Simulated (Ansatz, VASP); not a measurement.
**NiO: VASP beside Ansatz**

```xyz
2
Lattice="0.0000 2.2323 2.2323 2.2323 0.0000 2.2323 2.2323 2.2323 0.0000" Properties=species:S:1:pos:R:3 pbc="T T T"
Ni    0.0000    0.0000    0.0000
O     1.1161    1.1161    1.1161
```

Alike in both runs: task relaxation of cell and atoms; functional PBE; k mesh 14 × 14 × 14; occupations fermi-dirac, width 0.03 eV; collinear spin.

```csv
,VASP,Ansatz
version,VASP 6.6.1,Ansatz 0.2.0
potentials or method,"VASP PAW PBE potentials, release 64 (Ni, O)","PAW with Ansatz's default frozen-core files, scalar-relativistic"
plane-wave cutoff (eV),600,420
valence electrons in the cell,16,24
```

Ansatz gave:

| Property | Result |
| --- | --- |
| net moment per atom (μB) | 0.97 |
| size of the moment on the site where the two differ most (μB) | 1.47 |
| relaxed volume (Å³/atom) | 11.25 |
| relaxed cell length with the largest relative difference (Å) | 3.169 |

Question: Estimate VASP's values.

Answer: net moment per atom (μB): 0.96; size of the moment on the site where the two differ most (μB): 1.50; relaxed volume (Å³/atom): 11.25; relaxed cell length with the largest relative difference (Å): 3.169.

Site moments also hang on the region over which each program counts them. VASP's potentials hold 16 valence electrons a cell and Ansatz's 24, so a difference there can come from the potentials and not from the codes.
